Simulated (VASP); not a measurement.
## BAs: relaxation of cell and atoms with PBEsol

Crystal: BAs.

```
As B
1.0
     0.00000    2.38850    2.38850
     2.38850    0.00000    2.38850
     2.38850    2.38850    0.00000
As B
1 1
Direct
  0.75000 0.75000 0.75000
  0.00000 0.00000 0.00000
```

* Program: VASP 6.6.1
* Task: relaxation of cell and atoms
* Functional: PBEsol
* Potentials or basis: VASP PAW PBE potentials, release 64 (As, B)
* Cutoff: 600 eV
* k mesh: 10 × 10 × 10
* Occupations: fermi-dirac, width 0.05 eV
* Spin: no spin polarisation
* Target pressure: 10 GPa
* Dipole correction: no
* Further INCAR settings: ALGO = Normal; EDIFF = 1e-07; IBRION = 2; EDIFFG = -0.01; NSW = 60; ISIF = 3

The relaxed volume is 12.81 Å³/atom and the relaxed cell is a = 3.309 Å, b = 3.309 Å, c = 3.309 Å, α = 60.00°, β = 60.00°, γ = 60.00°. The space group after relaxing (to 0.1 Å) is F-43m (No. 216). The energy change on relaxing (the run minimises the enthalpy) is +23.9 meV/atom. The ionic steps are 3, the pressure after relaxing is 9.9 GPa and the band gap on the k mesh is 1.01 eV (least direct gap 3.32 eV).

Step by step:
| step | energy change (eV) | largest force (eV/Å) | pressure (GPa) | volume (Å³) |
| --- | --- | --- | --- | --- |
| 1 | 0.0000 | 0.0000 | 0.05 | 27.25 |
| 2 | 0.2055 | 0.0000 | 22.80 | 24.05 |
| 3 | 0.0478 | 0.0000 | 9.88 | 25.63 |

Final structure:
```xyz
2
Lattice="0.0000 2.3401 2.3401 2.3401 0.0000 2.3401 2.3401 2.3401 0.0000" Properties=species:S:1:pos:R:3 pbc="T T T"
As    3.5101    3.5101    3.5101
B     0.0000    0.0000    0.0000
```

Levels at points of the mesh, in eV from the valence-band top:
| k point | band 2 | band 3 | band 4 | band 5 | band 6 | band 7 |
| --- | --- | --- | --- | --- | --- | --- |
| (0.00, 0.00, 0.00) | 0.00 | 0.00 | 0.00 | 3.32 | 3.32 | 3.32 |
| (0.50, 0.00, 0.00) | -9.30 | -1.94 | -1.94 | 3.03 | 4.79 | 4.79 |
| (0.50, 0.50, 0.00) | -8.89 | -4.37 | -4.37 | 1.25 | 1.26 | 11.94 |

Wall time 50 s on 1 thread of Intel(R) Xeon(R) Platinum 8259CL CPU @ 2.50GHz (Skylake/Cascade Lake), on a shared host, peak memory 0.17 GiB.

Caveat: the cell is relaxed towards a set pressure, so the run minimises the enthalpy, not the energy; the PAW data sets were made with another functional, which shifts forces and pressure a little. A k mesh can miss the band edges.
